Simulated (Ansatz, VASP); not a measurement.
**One calculation of BaTl4S4, two programs**

```xyz
9
Lattice="6.4967 0.0000 0.0000 -3.2483 5.6263 0.0000 0.0000 0.0000 9.6914" Properties=species:S:1:pos:R:3 pbc="T T T"
Ba    0.0000    0.0000   -0.5294
Tl    3.2483    0.0000    6.2775
Tl   -1.6242    2.8131    6.2775
Tl    1.6242    2.8131    6.2775
Tl    0.0000    0.0000    3.5078
S     3.2483    0.0000    8.9674
S    -1.6242    2.8131    8.9674
S     1.6242    2.8131    8.9674
S     0.0000    0.0000    6.1231
```

Alike in both runs: functional PBE; k mesh 3 × 3 × 2; occupations gaussian, width 0.1 eV; no spin polarisation.

Ansatz relaxed the structure, and its values are those at the end. VASP's run is a single point on that final structure, the one shown.

```csv
,VASP,Ansatz
version,VASP 6.6.1,Ansatz 0.2.0
potentials or method,"VASP PAW PBE potentials, release 64 (Ba_sv, Tl_d, S), cutoff 520 eV","scalar-relativistic, plane waves, PAW"
valence electrons in the cell,86,86
```

|  | VASP | Ansatz | Ansatz less VASP |
| --- | --- | --- | --- |
| gap on the k mesh at the Fermi level (eV) | 0.17 | 0.21 | +0.039 |
| least direct gap on the mesh (eV) | 0.86 | 0.87 | +0.009 |
| pressure (GPa) | 0.1 | 0.0 | -0.11 |
| rms of the force components (eV/Å) | 0.027 | 0.011 | -0.0162 |

With one functional, cell and mesh, what is left measures potentials, basis and numerics.

Spin-orbit coupling is off throughout.
